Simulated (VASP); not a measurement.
# Be2AlI (P6/mmm) in VASP: further runs

The runs below take Be2AlI through single point, relaxation of cell and atoms, with PBE.

Program: VASP 6.6.1. These are calculated values, not measurements. Logs are shortened: lines on timing, memory, paths and dates and some standing lists are left out, and cuts for length are marked.

## Step 1: The cell of the first run

The structure is hexagonal, space group P6/mmm (No. 191). The conventional cell has a = 4.469 Å, b = 4.469 Å, c = 6.231 Å, α = 90.00°, β = 90.00°, γ = 120.00°. Within 3.4 Å of Be (site symmetry -6m2) lie 3 Be at 2.58 Å and 3 I at 2.58 Å. Al (site symmetry 6/mmm) has 2 I at 3.12 Å and 12 Be at 4.05 Å within 4.1 Å. Within 3.4 Å of I (site symmetry 6/mmm) lie 6 Be at 2.58 Å and 2 Al at 3.12 Å.

## Step 2: Single point, PBE

INCAR

```
SYSTEM = Be2AlI
PREC = Accurate
ENCUT = 520
EDIFF = 1E-6
ISMEAR = 0
SIGMA = 0.1
LREAL = .FALSE.
LASPH = .TRUE.
NELM = 100
ALGO = Normal
ISIF = 2
LWAVE = .FALSE.
LCHARG = .FALSE.
GGA = PE
NBANDS = 15
```

KPOINTS

```
regular mesh
0
G
  12 12 8
  0 0 0
```

POSCAR

```
Be2AlI
1.0
    4.4691660086      0.0000000000      0.0000000000
   -2.2345830043      3.8704112972      0.0000000000
    0.0000000000      0.0000000000      6.2312411044
Be Al I
2 1 1
Direct
    0.3333333333      0.6666666667      0.5000000000
    0.6666666667      0.3333333333      0.5000000000
    0.0000000000      0.0000000000      0.0000000000
    0.0000000000      0.0000000000      0.5000000000
```

Potentials or basis: VASP PAW PBE potentials, release 64 (Be, Al, I).

The run is started by

```
$ cat potpaw_PBE.64/Be/POTCAR potpaw_PBE.64/Al/POTCAR potpaw_PBE.64/I/POTCAR > POTCAR
$ mpirun -np 1 vasp_std > vasp.out
```

OUTCAR:

```text
SYSTEM = Be2AlI
   PREC = Accurate
   ENCUT = 520
   EDIFF = 1E-6
   ISMEAR = 0
   LREAL = .FALSE.
   LASPH = .TRUE.
   NELM = 100
   ISIF = 2
   GGA = PE

 ion  position               nearest neighbor table
   1  0.333  0.667  0.500-   4 2.58   4 2.58   4 2.58
   2  0.667  0.333  0.500-   4 2.58   4 2.58   4 2.58
   3  0.000  0.000  0.000-   4 3.12   4 3.12
   4  0.000  0.000  0.500-   1 2.58   2 2.58   2 2.58   1 2.58   2 2.58   1 2.58   3 3.12   3 3.12

  LATTYP: Found a hexagonal cell.
 ALAT       =     4.4691660086
 C/A-ratio  =     1.3942738069

  Lattice vectors:

 A1 = (   4.4691660086,   0.0000000000,   0.0000000000)
 A2 = (  -2.2345830043,   3.8704112972,   0.0000000000)
 A3 = (   0.0000000000,   0.0000000000,   6.2312411044)

Analysis of symmetry for initial positions (statically):
=====================================================================
 Subroutine PRICEL returns:
 Original cell was already a primitive cell.

 Routine SETGRP: Setting up the symmetry group for a
 hexagonal supercell.

 Subroutine GETGRP returns: Found 24 space group operations
 (whereof 24 operations were pure point group operations)
 out of a pool of 24 trial point group operations.

The static configuration has the point symmetry D_6h.

Analysis of symmetry for dynamics (positions and initial velocities):
=====================================================================
 Subroutine PRICEL returns:
 Original cell was already a primitive cell.

 Routine SETGRP: Setting up the symmetry group for a
 hexagonal supercell.

 Subroutine GETGRP returns: Found 24 space group operations
 (whereof 24 operations were pure point group operations)
 out of a pool of 24 trial point group operations.

The dynamic configuration has the point symmetry D_6h.

 Subroutine INISYM returns: Found 24 space group operations
 (whereof 24 operations are pure point group operations),
 and found     1 'primitive' translations

----------------------------------------------------------------------------------------

                                     Primitive cell

  volume of cell :     107.7850

  direct lattice vectors                    reciprocal lattice vectors
     4.469166009  0.000000000  0.000000000     0.223755394  0.129185237  0.000000000
    -2.234583004  3.870411297  0.000000000     0.000000000  0.258370474  0.000000000
     0.000000000  0.000000000  6.231241104     0.000000000  0.000000000  0.160481673

  length of vectors
     4.469166009  4.469166009  6.231241104     0.258370474  0.258370474  0.160481673

  position of ions in fractional coordinates (direct lattice)
     0.333333333  0.666666667  0.500000000
     0.666666667  0.333333333  0.500000000
     0.000000000  0.000000000  0.000000000
     0.000000000  0.000000000  0.500000000

  ion indices of the primitive-cell ions
   primitive index   ion index
                 1           1
                 2           2
                 3           3
                 4           4

----------------------------------------------------------------------------------------

 KPOINTS: regular mesh

Automatic generation of k-mesh.
 Grid dimensions read from file:
 generate k-points for:   12   12    8

 Generating k-lattice:

  Cartesian coordinates                     Fractional coordinates (reciprocal lattice)
     0.018646283  0.010765436  0.000000000     0.083333333  0.000000000  0.000000000
     0.000000000  0.021530873  0.000000000     0.000000000  0.083333333  0.000000000
     0.000000000  0.000000000  0.020060209     0.000000000  0.000000000  0.125000000

  Length of vectors
     0.021530873  0.021530873  0.020060209

  Shift w.r.t. Gamma in fractional coordinates (k-lattice)
     0.000000000  0.000000000  0.000000000

 Subroutine IBZKPT returns following result:
 ===========================================

 Found     95 irreducible k-points:

 Following reciprocal coordinates:
            Coordinates               Weight
  0.000000  0.000000  0.000000      1.000000
  0.083333  0.000000  0.000000      6.000000
  0.166667 -0.000000  0.000000      6.000000
  0.250000 -0.000000  0.000000      6.000000
  0.333333 -0.000000  0.000000      6.000000
  0.416667 -0.000000  0.000000      6.000000
[... 16 lines left out ...]
  0.250000 -0.000000  0.125000     12.000000
  0.333333 -0.000000  0.125000     12.000000
 [... further k-points ...]
   k-points           NKPTS =     95   k-points in BZ     NKDIM =     95   number of bands    NBANDS=     15
   number of dos      NEDOS =    301   number of ions     NIONS =      4
   total plane-waves  NPLWV =  62208
   dimension x,y,z NGX =    36 NGY =   36 NGZ =   48
   dimension x,y,z NGXF=    72 NGYF=   72 NGZF=   96
   ions per type =               2   1   1
   NGX,Y,Z   is equivalent  to a cutoff of  13.39, 13.39, 12.81 a.u.
   NGXF,Y,Z  is equivalent  to a cutoff of  26.78, 26.78, 25.61 a.u.
 SYSTEM =  Be2AlI
   PREC   = accura    normal or accurate (medium, high low for compatibility)
   ISTART =      0    job   : 0-new  1-cont  2-samecut
   ICHARG =      2    charge: 1-file 2-atom 10-const
   ISPIN  =      1    spin polarized calculation?
   LNONCOLLINEAR =      F non collinear calculations
   LSORBIT =      F    spin-orbit coupling
   LASPH  =      T    aspherical Exc in radial PAW
   ENCUT  =  520.0 eV  38.22 Ry    6.18 a.u.   8.31  8.31 11.59*2*pi/ulx,y,z
   NELM   =    100;   NELMIN=  2; NELMDL= -5     # of ELM steps
   EDIFF  = 0.1E-05   stopping-criterion for ELM
   LREAL  =      F    real-space projection
   EDIFFG = 0.1E-04   stopping-criterion for IOM
   NSW    =      0    number of steps for IOM
   IBRION =     -1    ionic relax: 0-MD 1-quasi-New 2-CG
   NFREE  =      0    steps in history (QN), initial steepest desc. (CG)
   ISIF   =      2    stress and relaxation
   ISYM   =      2    0-nonsym 1-usesym 2-fastsym
   POTIM  = 0.5000    time-step for ionic-motion
   TEBEG  =    0.0;   TEEND  =   0.0 temperature during run
   PSTRESS=    0.0 pullay stress
   NELECT =      14.0000    total number of electrons
   NUPDOWN=      -1.0000    fix difference up-down
   EMIN   =  10.00;   EMAX   =-10.00  energy-range for DOS
   EFERMI =   0.00;   METHOD = LEGACY
   ISMEAR =     0;   SIGMA  =   0.10  broadening in eV -4-tet -1-fermi 0-gaus
   EFERMI_NEDOS =   21; number of points for ismear=-14 and -15
   IALGO  =     38    algorithm
   IMIX   =      4    mixing-type and parameters
     AMIX     =   0.40;   BMIX     =  1.00
     AMIX_MAG =   1.60;   BMIX_MAG =  1.00
  volume/ion in A,a.u.               =      26.95       181.84
  Fermi-wavevector in a.u.,A,eV,Ry     =   0.829083  1.566740  9.352359  0.687379
  Thomas-Fermi vector in A             =   1.941570
   LORBIT       =      0    0 simple, 1 ext, 2 COOP (PROOUT), +10 PAW based schemes
   GGA     = PE    functional components
   LHFCALC =     F    Hartree Fock is set to
   AEXX    =    0.0000 exact exchange contribution
   IVDW    =     0    specifies the selected vdW correction
   LEPSILON=     F    determine dielectric tensor
   LRPA    =     F    only Hartree local field effects (RPA)
 non-spin polarized calculation
 Gauss-broadening in eV      SIGMA  =   0.10
  energy-cutoff  :      520.00
  volume of cell :      107.78
 maximum number of plane-waves:      2941
 NGX is ok and might be reduce to    36
   NGX = 17   NGY = 17   NGZ = 23

 number of electron      13.9999999 magnetization

 Free energy of the ion-electron system (eV)
  ---------------------------------------------------
  ext. energy  EPLUGINS =         0.00000000
  ---------------------------------------------------
  free energy    TOTEN  =        -6.73489742 eV

  energy without entropy =       -6.72208044  energy(sigma->0) =       -6.72848893

 E-fermi :   3.4615     XC(G=0):  -7.9801

 val. band max:        3.4460562827   @ k =   0.4167   0.1667   0.0000
 cond. band min:       3.4616421019   @ k =   0.2500   0.2500   0.1250
 fundamental gap:      0.0155858192
 Fermi energy:         3.4614547940

 k-point     1 :       0.0000    0.0000    0.0000
  band No.  band energies     occupation
      1     -12.1083      2.00000
      2      -2.5067      2.00000
      3      -1.7648      2.00000
      4      -1.7648      2.00000
      5      -1.1702      2.00000
      6       1.2143      2.00000
      7       2.6254      2.00000
      8       2.6254      2.00000
      9       5.4989      0.00000
     10       6.4930      0.00000
     11       6.8596      0.00000
     12       6.8596      0.00000
     13       7.6280      0.00000
     14       8.8204      0.00000
     15       9.4518      0.00000

 k-point     2 :       0.0833    0.0000    0.0000
  band No.  band energies     occupation
      1     -12.0886      2.00000
      2      -2.4692      2.00000
      3      -2.1033      2.00000
      4      -1.8604      2.00000
      5      -1.0937      2.00000
      6       1.4828      2.00000
      7       2.7030      2.00000
      8       2.8496      2.00000
      9       5.3099      0.00000
     10       6.4844      0.00000
     11       6.6840      0.00000
     12       6.7774      0.00000
     13       7.6572      0.00000
     14       8.4940      0.00000
     15       9.2945      0.00000
[... 365 lines left out ...]
      3      -2.4026      2.00000
      4      -2.3539      2.00000
      5      -0.3795      2.00000
      6       1.7694      2.00000
      7       3.8586      0.00000
      8       4.1953      0.00000
      9       4.3677      0.00000
     10       5.3801      0.00000
     11       6.2177      0.00000
     12       7.0195      0.00000
     13       7.2655      0.00000
     14       7.9969      0.00000
     15       8.9016      0.00000

 k-point    24 :       0.3333   -0.0000    0.1250
  band No.  band energies     occupation
      1     -11.8711      2.00000
      2      -3.9709      2.00000
      3      -2.5795      2.00000
      4      -2.2157      2.00000
      5      -0.1311      2.00000
      6       1.6760      2.00000
      7       3.2954      1.98111
      8       4.5001      0.00000
      9       5.4721      0.00000
     10       5.5575      0.00000
     11       6.0143      0.00000
     12       6.5659      0.00000
     13       7.4051      0.00000
     14       8.6422      0.00000
     15       8.7945      0.00000

 [... further k-points ...]

------------------------ aborting loop because EDIFF is reached ----------------------------------------

  FORCE on cell =-STRESS in cart. coord.  units (eV):
  Direction    XX          YY          ZZ          XY          YZ          ZX
  --------------------------------------------------------------------------------------
  -------------------------------------------------------------------------------------
  Total       -0.0236052     -0.0236052     -0.0291673      0.0000000      0.0000000      0.0000000
  in kB       -0.3508808     -0.3508808     -0.4335595      0.0000000      0.0000000      0.0000000
  external PRESSURE =      -0.3784403 kB  Pullay stress =       0.0000000 kB

 VOLUME and BASIS-vectors are now :
 -----------------------------------------------------------------------------
  energy-cutoff  :      520.00
  volume of cell :      107.78
      direct lattice vectors                 reciprocal lattice vectors
     4.469166009  0.000000000  0.000000000     0.223755394  0.129185237  0.000000000
    -2.234583004  3.870411297  0.000000000     0.000000000  0.258370474  0.000000000
     0.000000000  0.000000000  6.231241104     0.000000000  0.000000000  0.160481673

 POSITION                                       TOTAL-FORCE (eV/Angst)
 -----------------------------------------------------------------------------------
     -0.00000      2.58027      3.11562         0.000000      0.000000      0.000000
      2.23458      1.29014      3.11562        -0.000000      0.000000     -0.000000
      0.00000      0.00000      0.00000        -0.000000      0.000000     -0.000000
      0.00000      0.00000      3.11562         0.000000      0.000000     -0.000000
 -----------------------------------------------------------------------------------
    total drift:                                0.000000     -0.000000     -0.000000

  FREE ENERGIE OF THE ION-ELECTRON SYSTEM (eV)
  ---------------------------------------------------
  free  energy   TOTEN  =        -6.7348974153 eV

  energy  without entropy=       -6.7220804376  energy(sigma->0) =       -6.72848893
```

It took 89 s on 1 thread of AMD EPYC 9R45 (Zen 5), shared host; peak memory 0.32 GiB.

Results:

- Free energy: -6.7349 eV
- Pressure: 0.0 GPa
- Band gap on the k mesh: zero (band 7 reaches 4.02 eV, above the bottom of band 8 at 2.63 eV)

Levels at points of the mesh, in eV from the Fermi level:
```
           k point  band 4  band 5  band 6  band 7  band 8  band 9  band 10  band 11
(0.00, 0.00, 0.00)   -5.23   -4.63   -2.25   -0.84   -0.84    2.04     3.03     3.40
(0.50, 0.00, 0.00)   -5.29   -3.59   -1.90   -0.21   -0.17    2.51     2.84     4.23
(0.00, 0.00, 0.50)   -5.22   -2.33   -2.27   -0.82   -0.82    0.58     1.79     2.84
(0.50, 0.00, 0.50)   -6.06   -1.86   -1.62   -1.40    1.31    1.84     2.31     2.72
```

Caveat: spin-orbit coupling is left out, which moves the levels of the heavy elements.

(Part 1 of 2 ends here.)
